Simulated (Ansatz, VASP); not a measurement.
**W in VASP and in Ansatz**

File INCAR:

```
SYSTEM = W
PREC = Accurate
ENCUT = 500
EDIFF = 1E-6
ISMEAR = 0
SIGMA = 0.1
LREAL = .False.
LASPH = .True.
NELM = 120
ALGO = Normal
ISIF = 2
LWAVE = .False.
LCHARG = .False.
GGA = PS
NBANDS = 13
GGA_COMPAT = .False.
```

File KPOINTS:

```
Automatic mesh
0
Gamma
  8 8 8
  0 0 0
```

Contents of POSCAR:

```
W
1.0
    0.0000000000      2.0300000000      2.0300000000
    2.0300000000      0.0000000000      2.0300000000
    2.0300000000      2.0300000000      0.0000000000
W
1
Direct
    0.0000000000      0.0000000000      0.0000000000
```

Input for Ansatz:

```yaml
crystal:
  lattice:
    - [0.0, 2.03, 2.03]
    - [2.03, 0.0, 2.03]
    - [2.03, 2.03, 0.0]
  atoms:
    - { symbol: W, position: [0.0, 0.0, 0.0] }
basis:
  ecutwfc: 420
kpoints:
  mp_grid: { grid: [8, 8, 8] }
hamiltonian:
  xc: pbesol
  pseudopotentials: { kind: paw, azcp: { folder: soft_1 } }
scf:
  occupations: { method: gaussian, width: 0.1 }
output:
  forces: true
  stress: true
  eigenvalues: true
```

Alike in both runs: task single point; functional PBEsol; k mesh 8 × 8 × 8; occupations gaussian, width 0.1 eV; no spin polarisation.

|  | VASP | Ansatz |
| --- | --- | --- |
| version | VASP 6.6.1 | Ansatz 0.2.0 |
| potentials or method | VASP PAW PBE potentials, release 64 (W_sv), cutoff 500 eV | scalar-relativistic, plane waves, PAW |
| valence electrons in the cell | 14 | 14 |

|  | VASP | Ansatz | Ansatz less VASP |
| --- | --- | --- | --- |
| gap on the k mesh at the Fermi level (eV) | none | none | - |
| pressure (GPa) | -11.8 | -12.2 | -0.40 |

VASP's potentials were made for PBE, not for PBEsol, and Ansatz warns of the same on its side. A gap of «none» marks a metal or a gap that the smearing closes.

Neither program's run includes spin-orbit coupling.
